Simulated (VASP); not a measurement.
Here is a VASP 6.6.1 calculation.

File INCAR:

```
PREC = Accurate
ENCUT = 520
EDIFF = 1E-6
ISMEAR = 0
SIGMA = 0.25
LREAL = F
LASPH = T
NELM = 100
ALGO = Normal
ISIF = 2
LWAVE = F
LCHARG = F
NBANDS = 12
```

KPOINTS

```
Automatic mesh
0
Gamma
  9 9 9
```

The input POSCAR:

```
La
1.0
   -2.1238310700      2.1238310700      2.1238310700
    2.1238310700     -2.1238310700      2.1238310700
    2.1238310700      2.1238310700     -2.1238310700
La
1
Direct
    0.0000000000      0.0000000000      0.0000000000
```

Potentials or basis: VASP PAW LDA potentials, release 64 (La).

Run with:

```console
$ cat potpaw_LDA.64/La/POTCAR > POTCAR
$ mpirun -np 1 vasp_std > vasp.out
```

Task: Predict the pressure.

Result: -3.7 GPa.
